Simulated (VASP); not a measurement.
Write the native input for VASP 6.6.1 that does the following.

```yaml
Task: single point
Functional: PBE
Potentials_or_basis: VASP PAW PBE potentials, release 64 (Be, Te)
Cutoff: 600 eV
k_mesh: 6 × 6 × 6
Occupations: gaussian, width 0.1 eV
Spin: no spin polarisation
Dipole_correction: no
Further_INCAR_settings: ALGO = Normal; EDIFF = 1e-06; NBANDS = 12
```

The structure of Be2Te lies in POSCAR:

```
Be2Te
1.0
    1.4957023397      0.8635441484      5.7911330645
   -1.4957023397      0.8635441484      5.7911330645
    0.0000000000     -1.7270882969      5.7911330645
Be Te
2 1
Direct
    0.7484000000      0.7484000000      0.7484000000
    0.5849000000      0.5849000000      0.5849000000
    0.0000000000      0.0000000000      0.0000000000
```

These files were run (other wordings do the same):

INCAR

```
SYSTEM = Be2Te
ALGO = Normal
EDIFF = 1E-6
ENCUT = 600
GGA = PE
GGA_COMPAT = .FALSE.
ISIF = 2
ISMEAR = 0
LASPH = .TRUE.
LCHARG = .FALSE.
LREAL = .FALSE.
LWAVE = .FALSE.
NBANDS = 12
NELM = 120
PREC = Accurate
SIGMA = 0.1
```

KPOINTS

```
k-points
0
G
  6 6 6
  0 0 0
```

Potentials or basis: VASP PAW PBE potentials, release 64 (Be, Te).

Launch:

```console
$ cat potpaw_PBE.64/Be/POTCAR potpaw_PBE.64/Te/POTCAR > POTCAR
$ mpirun -np 1 vasp_std > vasp.out
```

Results of the run:

```yaml
Pressure: 43.6 GPa
Largest_force: 4.249 eV/Å
Band_gap_on_the_k_mesh: zero (bands 5 and 6 overlap by 2.39 eV)
```

Caveat: the k points lie up to 0.41 Å⁻¹ apart, too coarse for converged energies and pressures of a metal; spin-orbit coupling is left out, which moves the levels of the heavy elements; forces of over 1 eV/Å act on the atoms, so gaps and moduli don't describe the material at rest.

Run time: 44 s on 1 thread of Intel(R) Xeon(R) Platinum 8259CL CPU @ 2.50GHz (Skylake/Cascade Lake), with other jobs on the host, peak memory 0.31 GiB.
